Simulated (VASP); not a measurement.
A run of VASP 6.6.1 is set up as follows.

INCAR

```
ALGO = Normal
EDIFF = 1E-6
ENCUT = 520
GGA = PE
ISIF = 2
ISMEAR = 0
LASPH = T
LCHARG = F
LREAL = F
LWAVE = F
NBANDS = 34
NELM = 100
PREC = Accurate
SIGMA = 0.1
```

The input KPOINTS:

```
k-points
0
Gamma
  4 4 4
```

The input POSCAR:

```
ZrNb3
1.0
    4.2755210551      0.0000000000      0.0000000000
    0.0000000000      4.2755210551      0.0000000000
    0.0000000000      0.0000000000      4.2755210551
Zr Nb
1 3
Direct
    0.0000000000      0.0000000000      0.0000000000
    0.0000000000      0.5000000000      0.5000000000
    0.5000000000      0.0000000000      0.5000000000
    0.5000000000      0.5000000000      0.0000000000
```

Potentials or basis: VASP PAW PBE potentials, release 64 (Zr_sv, Nb_sv).

Command:

```bash
$ cat potpaw_PBE.64/Zr_sv/POTCAR potpaw_PBE.64/Nb_sv/POTCAR > POTCAR
$ mpirun -np 1 vasp_std > vasp.out
```

Task: What does it give for the pressure?

Result: 0.2 GPa.

Caveat: the k points lie up to 0.37 Å⁻¹ apart.
